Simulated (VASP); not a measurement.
NiO: single point with PBEsol

The system is NiO.

```
Ni O
1.0
     4.11611    0.00000    0.00000
     0.00000   -4.11611    0.00000
     0.00000    0.00000   -4.11611
Ni O
4 4
Direct
  0.00000 0.00000 0.00000
  0.50000 0.50000 0.00000
  0.50000 0.00000 0.50000
  0.00000 0.50000 0.50000
  0.50000 0.00000 0.00000
  0.00000 0.50000 0.00000
  0.00000 0.00000 0.50000
  0.50000 0.50000 0.50000
```

```
Program                : VASP 6.6.1
Task                   : single point
Functional             : PBEsol
Potentials or basis    : VASP PAW PBE potentials, release 64 (Ni, O)
Cutoff                 : 520 eV
k mesh                 : 14 × 14 × 14
Occupations            : gaussian, width 0.15 eV
Spin                   : collinear spin, ferromagnetic start
Starting moments       : [1.14, 1.14, 1.14, 1.14, 0.2, 0.2, 0.2, 0.2] μB
Dipole correction      : no
Further INCAR settings : ALGO = Normal; EDIFF = 1e-06; NBANDS = 46
```

```
Pressure                                              : -0.7 GPa
Net moment                                            : 4.45 μB per cell
Site moments                                          : Ni +0.94; O +0.15 μB
Valence electrons inside the program's atomic spheres : Ni 9.12; O 4.95
```

Levels at points of the mesh, in eV from the Fermi level:
Spin up:
```tsv
k point	band 34	band 35	band 36	band 37	band 38	band 39
(0.00, 0.00, 0.00)	-1.28	-1.28	-1.28	1.70	6.39	6.39
(0.50, 0.00, 0.00)	-1.08	-0.75	-0.75	5.58	5.58	8.80
(0.50, 0.50, 0.00)	0.61	0.61	0.61	7.14	7.14	7.14
(0.50, 0.50, 0.50)	0.72	0.72	0.72	5.52	5.52	5.52
```
Spin down:
```
           k point  band 26  band 27  band 28  band 29  band 30  band 31  band 32  band 33  band 34  band 35
(0.00, 0.00, 0.00)    -0.64    -0.64    -0.63    -0.63    -0.63    -0.63    -0.63    -0.63    -0.01    -0.01
(0.50, 0.00, 0.00)    -0.69    -0.69    -0.69    -0.63    -0.63    -0.17    -0.17     0.21     0.21     0.60
(0.50, 0.50, 0.00)    -0.64    -0.64    -0.64    -0.08    -0.08    -0.08    -0.08     1.84     1.84     1.84
(0.50, 0.50, 0.50)    -0.51    -0.51    -0.51     1.91     1.91     1.91     1.91     1.91     1.91     1.91
```

It took 3.7 min on 4 MPI ranks on Intel(R) Xeon(R) Platinum 8259CL CPU @ 2.50GHz (Skylake/Cascade Lake), on a shared host, peak memory 0.58 GiB a rank.

Caveat: the PAW data sets were made with another functional, which shifts forces and pressure a little; semilocal functionals often make such compounds metallic where correlation or magnetic order opens a gap, which also shifts bond lengths. With open d or f shells a metallic result of PBEsol can be an artefact of self-interaction; +U or a hybrid may open a gap.
